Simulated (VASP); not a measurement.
# BN (F-43m) in VASP: further runs

Runs on BN. Level: LDA. Tasks: single point, relaxation of cell and atoms.

Program: VASP 6.6.1. These are calculated values, not measurements. Logs are shortened: lines on timing, memory, paths and dates and some standing lists are left out, and cuts for length are marked.

### Step 1. The cell of the first run

It takes space group F-43m (No. 216, cubic). The conventional cell has a = 3.580 Å, b = 3.580 Å, c = 3.580 Å, α = 90.00°, β = 90.00°, γ = 90.00°. B (site symmetry -43m) has 4 N at 1.55 Å within 2.1 Å. Within 2.1 Å of N (site symmetry -43m) lie 4 B at 1.55 Å.

### Step 2. Single point, LDA

INCAR reads:

```
SYSTEM = BN
ALGO = Normal
EDIFF = 1E-6
ENCUT = 600
GGA = CA
GGA_COMPAT = .FALSE.
ISIF = 2
ISMEAR = 0
LASPH = .TRUE.
LCHARG = .FALSE.
LREAL = .FALSE.
LWAVE = .FALSE.
NBANDS = 11
NELM = 120
PREC = Accurate
SIGMA = 0.02
```

KPOINTS reads:

```
k-points
0
G
  12 12 12
  0 0 0
```

POSCAR reads:

```
BN
1.0
    0.0000000000      1.7899143218      1.7899143218
    1.7899143218      0.0000000000      1.7899143218
    1.7899143218      1.7899143218      0.0000000000
B N
1 1
Direct
    0.0000000000      0.0000000000      0.0000000000
    0.2500000000      0.2500000000      0.2500000000
```

Potentials or basis: VASP PAW LDA potentials, release 64 (B, N).

Run with:

```
$ cat potpaw_LDA.64/B/POTCAR potpaw_LDA.64/N/POTCAR > POTCAR
$ mpirun -np 1 vasp_std > vasp.out
```

OUTCAR:

```text
SYSTEM = BN
   EDIFF = 1E-6
   ENCUT = 600
   GGA = CA
   ISIF = 2
   ISMEAR = 0
   LASPH = .TRUE.
   LREAL = .FALSE.
   NELM = 120
   PREC = Accurate

 ion  position               nearest neighbor table
   1  0.000  0.000  0.000-   2 1.55   2 1.55   2 1.55   2 1.55
   2  0.250  0.250  0.250-   1 1.55   1 1.55   1 1.55   1 1.55

  LATTYP: Found a face centered cubic cell.
 ALAT       =     3.5798286436

  Lattice vectors:

 A1 = (   0.0000000000,   1.7899143218,   1.7899143218)
 A2 = (   1.7899143218,   0.0000000000,   1.7899143218)
 A3 = (   1.7899143218,   1.7899143218,   0.0000000000)

Analysis of symmetry for initial positions (statically):
=====================================================================
 Subroutine PRICEL returns:
 Original cell was already a primitive cell.

 Routine SETGRP: Setting up the symmetry group for a
 face centered cubic supercell.

 Subroutine GETGRP returns: Found 24 space group operations
 (whereof 24 operations were pure point group operations)
 out of a pool of 48 trial point group operations.

The static configuration has the point symmetry T_d .

Analysis of symmetry for dynamics (positions and initial velocities):
=====================================================================
 Subroutine PRICEL returns:
 Original cell was already a primitive cell.

 Routine SETGRP: Setting up the symmetry group for a
 face centered cubic supercell.

 Subroutine GETGRP returns: Found 24 space group operations
 (whereof 24 operations were pure point group operations)
 out of a pool of 48 trial point group operations.

The dynamic configuration has the point symmetry T_d .

 Subroutine INISYM returns: Found 24 space group operations
 (whereof 24 operations are pure point group operations),
 and found     1 'primitive' translations

----------------------------------------------------------------------------------------

                                     Primitive cell

  volume of cell :      11.4690

  direct lattice vectors                    reciprocal lattice vectors
     0.000000000  1.789914322  1.789914322    -0.279342980  0.279342980  0.279342980
     1.789914322  0.000000000  1.789914322     0.279342980 -0.279342980  0.279342980
     1.789914322  1.789914322  0.000000000     0.279342980  0.279342980 -0.279342980

  length of vectors
     2.531321109  2.531321109  2.531321109     0.483836234  0.483836234  0.483836234

  position of ions in fractional coordinates (direct lattice)
     0.000000000  0.000000000  0.000000000
     0.250000000  0.250000000  0.250000000

  ion indices of the primitive-cell ions
   primitive index   ion index
                 1           1
                 2           2

----------------------------------------------------------------------------------------

 KPOINTS: k-points

Automatic generation of k-mesh.
 Grid dimensions read from file:
 generate k-points for:   12   12   12

 Generating k-lattice:

  Cartesian coordinates                     Fractional coordinates (reciprocal lattice)
    -0.023278582  0.023278582  0.023278582     0.083333333  0.000000000  0.000000000
     0.023278582 -0.023278582  0.023278582     0.000000000  0.083333333  0.000000000
     0.023278582  0.023278582 -0.023278582     0.000000000  0.000000000  0.083333333

  Length of vectors
     0.040319686  0.040319686  0.040319686

  Shift w.r.t. Gamma in fractional coordinates (k-lattice)
     0.000000000  0.000000000  0.000000000

 Subroutine IBZKPT returns following result:
 ===========================================

 Found     72 irreducible k-points:

 Following reciprocal coordinates:
            Coordinates               Weight
  0.000000  0.000000  0.000000      1.000000
  0.083333  0.000000  0.000000      8.000000
  0.166667  0.000000  0.000000      8.000000
  0.250000  0.000000  0.000000      8.000000
  0.333333  0.000000  0.000000      8.000000
  0.416667  0.000000  0.000000      8.000000
[... 16 lines left out ...]
  0.500000  0.166667  0.000000     24.000000
 -0.416667  0.166667  0.000000     24.000000
 [... further k-points ...]
   k-points           NKPTS =     72   k-points in BZ     NKDIM =     72   number of bands    NBANDS=     11
   number of dos      NEDOS =    301   number of ions     NIONS =      2
   total plane-waves  NPLWV =   8000
   dimension x,y,z NGX =    20 NGY =   20 NGZ =   20
   dimension x,y,z NGXF=    40 NGYF=   40 NGZF=   40
   ions per type =               1   1
   NGX,Y,Z   is equivalent  to a cutoff of  13.14, 13.14, 13.14 a.u.
   NGXF,Y,Z  is equivalent  to a cutoff of  26.27, 26.27, 26.27 a.u.
 SYSTEM =  BN
   PREC   = accura    normal or accurate (medium, high low for compatibility)
   ISTART =      0    job   : 0-new  1-cont  2-samecut
   ICHARG =      2    charge: 1-file 2-atom 10-const
   ISPIN  =      1    spin polarized calculation?
   LNONCOLLINEAR =      F non collinear calculations
   LSORBIT =      F    spin-orbit coupling
   LASPH  =      T    aspherical Exc in radial PAW
   ENCUT  =  600.0 eV  44.10 Ry    6.64 a.u.   5.06  5.06  5.06*2*pi/ulx,y,z
   NELM   =    120;   NELMIN=  2; NELMDL= -5     # of ELM steps
   EDIFF  = 0.1E-05   stopping-criterion for ELM
   LREAL  =      F    real-space projection
   EDIFFG = 0.1E-04   stopping-criterion for IOM
   NSW    =      0    number of steps for IOM
   IBRION =     -1    ionic relax: 0-MD 1-quasi-New 2-CG
   NFREE  =      0    steps in history (QN), initial steepest desc. (CG)
   ISIF   =      2    stress and relaxation
   ISYM   =      2    0-nonsym 1-usesym 2-fastsym
   POTIM  = 0.5000    time-step for ionic-motion
   TEBEG  =    0.0;   TEEND  =   0.0 temperature during run
   PSTRESS=    0.0 pullay stress
   NELECT =       8.0000    total number of electrons
   NUPDOWN=      -1.0000    fix difference up-down
   EMIN   =  10.00;   EMAX   =-10.00  energy-range for DOS
   EFERMI =   0.00;   METHOD = LEGACY
   ISMEAR =     0;   SIGMA  =   0.02  broadening in eV -4-tet -1-fermi 0-gaus
   EFERMI_NEDOS =   21; number of points for ismear=-14 and -15
   IALGO  =     38    algorithm
   IMIX   =      4    mixing-type and parameters
     AMIX     =   0.40;   BMIX     =  1.00
     AMIX_MAG =   1.60;   BMIX_MAG =  1.00
  volume/ion in A,a.u.               =       5.73        38.70
  Fermi-wavevector in a.u.,A,eV,Ry     =   1.451875  2.743646 28.680282  2.107941
  Thomas-Fermi vector in A             =   2.569322
   LORBIT       =      0    0 simple, 1 ext, 2 COOP (PROOUT), +10 PAW based schemes
   GGA     = CA    functional components
   LHFCALC =     F    Hartree Fock is set to
   AEXX    =    0.0000 exact exchange contribution
   IVDW    =     0    specifies the selected vdW correction
   LEPSILON=     F    determine dielectric tensor
   LRPA    =     F    only Hartree local field effects (RPA)
 non-spin polarized calculation
 Gauss-broadening in eV      SIGMA  =   0.02
  energy-cutoff  :      600.00
  volume of cell :       11.47
 maximum number of plane-waves:       392
   NGX = 11   NGY = 11   NGZ = 11

 number of electron       7.9999999 magnetization

 Free energy of the ion-electron system (eV)
  ---------------------------------------------------
  ext. energy  EPLUGINS =         0.00000000
  ---------------------------------------------------
  free energy    TOTEN  =       -19.41623421 eV

  energy without entropy =      -19.41623421  energy(sigma->0) =      -19.41623421

 E-fermi :   7.8645     XC(G=0): -13.2464

 val. band max:        7.7592901303   @ k =   0.0000   0.0000   0.0000
 cond. band min:      12.1374488878   @ k =   0.5000   0.5000   0.0000
 fundamental gap:      4.3781587575
 Fermi energy:         7.8644751553

 k-point     1 :       0.0000    0.0000    0.0000
  band No.  band energies     occupation
      1     -12.6457      2.00000
      2       7.7593      2.00000
      3       7.7593      2.00000
      4       7.7593      2.00000
      5      16.5813      0.00000
      6      16.5813      0.00000
      7      16.5813      0.00000
      8      18.6797      0.00000
      9      32.8071      0.00000
     10      35.9102      0.00000
     11      35.9102      0.00000

 k-point     2 :       0.0833    0.0000    0.0000
  band No.  band energies     occupation
      1     -12.4722      2.00000
      2       6.8360      2.00000
      3       7.5712      2.00000
      4       7.5713      2.00000
      5      16.8515      0.00000
      6      16.8650      0.00000
      7      16.8650      0.00000
      8      19.1916      0.00000
      9      32.4807      0.00000
     10      33.5197      0.00000
     11      33.5197      0.00000

 k-point     3 :       0.1667    0.0000    0.0000
  band No.  band energies     occupation
      1     -11.9574      2.00000
      2       4.7037      2.00000
      3       7.1150      2.00000
      4       7.1150      2.00000
      5      17.2881      0.00000
      6      17.5204      0.00000
      7      17.5204      0.00000
      8      20.4123      0.00000
      9      31.7792      0.00000
     10      31.9228      0.00000
     11      31.9228      0.00000

 k-point     4 :       0.2500    0.0000    0.0000
  band No.  band energies     occupation
      1     -11.1227      2.00000
      2       2.1884      2.00000
      3       6.5907      2.00000
      4       6.5907      2.00000
      5      17.6961      0.00000
      6      18.1388      0.00000
      7      18.1388      0.00000
      8      21.6285      0.00000
      9      31.2220      0.00000
     10      31.5118      0.00000
     11      31.5118      0.00000
[... 239 lines left out ...]
 k-point    22 :       0.4167    0.1667    0.0000
  band No.  band energies     occupation
      1      -9.0910      2.00000
      2      -0.5799      2.00000
      3       4.5658      2.00000
      4       4.6984      2.00000
      5      16.2968      0.00000
      6      20.4504      0.00000
      7      20.7393      0.00000
      8      21.7184      0.00000
      9      28.2281      0.00000
     10      34.3067      0.00000
     11      36.4355      0.00000

 k-point    23 :       0.5000    0.1667    0.0000
  band No.  band energies     occupation
      1      -8.0526      2.00000
      2      -2.2197      2.00000
      3       3.9622      2.00000
      4       4.7759      2.00000
      5      16.6397      0.00000
      6      20.4394      0.00000
      7      20.4821      0.00000
      8      23.0261      0.00000
      9      28.5817      0.00000
     10      34.4831      0.00000
     11      35.6135      0.00000

 k-point    24 :      -0.4167    0.1667    0.0000
  band No.  band energies     occupation
      1      -7.8478      2.00000
      2      -2.5109      2.00000
      3       3.5453      2.00000
      4       5.1031      2.00000
      5      17.0915      0.00000
      6      20.0766      0.00000
      7      20.3105      0.00000
      8      23.6616      0.00000
      9      28.8645      0.00000
     10      33.3034      0.00000
     11      34.7453      0.00000

 [... further k-points ...]

------------------------ aborting loop because EDIFF is reached ----------------------------------------

  FORCE on cell =-STRESS in cart. coord.  units (eV):
  Direction    XX          YY          ZZ          XY          YZ          ZX
  --------------------------------------------------------------------------------------
  -------------------------------------------------------------------------------------
  Total        0.0721047      0.0721047      0.0721047     -0.0000000      0.0000000     -0.0000000
  in kB       10.0727367     10.0727367     10.0727367     -0.0000000      0.0000000     -0.0000000
  external PRESSURE =      10.0727367 kB  Pullay stress =       0.0000000 kB

 VOLUME and BASIS-vectors are now :
 -----------------------------------------------------------------------------
  energy-cutoff  :      600.00
  volume of cell :       11.47
      direct lattice vectors                 reciprocal lattice vectors
     0.000000000  1.789914322  1.789914322    -0.279342980  0.279342980  0.279342980
     1.789914322  0.000000000  1.789914322     0.279342980 -0.279342980  0.279342980
     1.789914322  1.789914322  0.000000000     0.279342980  0.279342980 -0.279342980

 POSITION                                       TOTAL-FORCE (eV/Angst)
 -----------------------------------------------------------------------------------
      0.00000      0.00000      0.00000        -0.000000     -0.000000     -0.000000
      0.89496      0.89496      0.89496         0.000000      0.000000      0.000000
 -----------------------------------------------------------------------------------
    total drift:                               -0.000000     -0.000000     -0.000000

  FREE ENERGIE OF THE ION-ELECTRON SYSTEM (eV)
  ---------------------------------------------------
  free  energy   TOTEN  =       -19.4162342105 eV

  energy  without entropy=      -19.4162342105  energy(sigma->0) =      -19.41623421
```

Run time: 5.5 s. Hardware: 1 thread of Intel Xeon 6975P-C (Granite Rapids), shared host; peak memory 0.12 GiB.

Results:

```
Free energy            : -19.4162 eV
Pressure               : 1.0 GPa
Band gap on the k mesh : 4.38 eV (least direct gap 8.82 eV)
```

Levels at points of the mesh, in eV from the valence-band top:
| k point | band 1 | band 2 | band 3 | band 4 | band 5 | band 6 | band 7 | band 8 |
| --- | --- | --- | --- | --- | --- | --- | --- | --- |
| (0.00, 0.00, 0.00) | -20.41 | 0.00 | 0.00 | 0.00 | 8.82 | 8.82 | 8.82 | 10.92 |
| (0.50, 0.00, 0.00) | -15.98 | -10.98 | -2.00 | -2.00 | 10.60 | 10.73 | 10.73 | 15.31 |
| (0.50, 0.50, 0.00) | -14.57 | -9.08 | -5.07 | -5.07 | 4.38 | 9.31 | 18.15 | 18.15 |

### Step 3. Relaxation of cell and atoms, LDA

This run uses another cell than the first one, of 5.88 Å³/atom.

INCAR reads:

```
SYSTEM = BN
PREC = Accurate
ENCUT = 600
EDIFF = 1E-7
ISMEAR = 0
SIGMA = 0.1
LREAL = .FALSE.
LASPH = .TRUE.
NELM = 120
ALGO = Normal
ISIF = 3
LWAVE = .FALSE.
LCHARG = .FALSE.
GGA = CA
IBRION = 2
NSW = 100
EDIFFG = -0.05
GGA_COMPAT = .FALSE.
NELMIN = 4
```

KPOINTS reads:

```
regular mesh
0
G
  10 10 10
  0 0 0
```

POSCAR reads:

```
BN
1.0
    0.0000000000      1.8050000000      1.8050000000
    1.8050000000      0.0000000000      1.8050000000
    1.8050000000      1.8050000000      0.0000000000
B N
1 1
Direct
    0.0000000000      0.0000000000      0.0000000000
    0.2500000000      0.2500000000      0.2500000000
```

Potentials or basis: VASP PAW LDA potentials, release 64 (B, N).

Run with:

```
$ cat potpaw_LDA.64/B/POTCAR potpaw_LDA.64/N/POTCAR > POTCAR
$ mpirun -np 1 vasp_std > vasp.out
```

It took 7.2 s on 1 thread of Intel Xeon 6975P-C (Granite Rapids), shared host; peak memory 0.11 GiB.

It converged, with:

```yaml
Free_energy: -19.4171 eV
Relaxed_volume: 5.75 Å³/atom
Relaxed_cell: a = 2.533 Å, b = 2.533 Å, c = 2.533 Å, α = 60.00°, β = 60.00°, γ = 60.00°
Space_group_after_relaxing_to_0.1_Å: F-43m (No. 216)
Energy_gained_by_relaxing: 3.7 meV/atom
Ionic_steps: 3
Pressure_after_relaxing: 0.0 GPa
Band_gap_on_the_k_mesh: 4.38 eV (least direct gap 8.81 eV)
```

The path:
```
step  energy change (eV)  largest force (eV/Å)  pressure (GPa)  volume (Å³)
   1              0.0000                0.0000           -8.80        11.76
   2              0.0012                0.0000           10.19        11.22
   3             -0.0074                0.0000           -0.04        11.50
```

Final structure:
```xyz
2
Lattice="0.0000 1.7914 1.7914 1.7914 0.0000 1.7914 1.7914 1.7914 0.0000" Properties=species:S:1:pos:R:3 pbc="T T T"
B     0.0000    0.0000    0.0000
N     0.8957    0.8957    0.8957
```

Levels at points of the mesh, in eV from the valence-band top:
```csv
k point,band 1,band 2,band 3,band 4,band 5,band 6,band 7,band 8
"(0.00, 0.00, 0.00)",-20.38,0.00,0.00,0.00,8.81,8.81,8.81,10.88
"(0.50, 0.00, 0.00)",-15.97,-10.96,-2.00,-2.00,10.56,10.71,10.71,15.29
"(0.50, 0.50, 0.00)",-14.55,-9.06,-5.06,-5.06,4.38,9.30,18.11,18.11
```

[end of part 1 of 2]
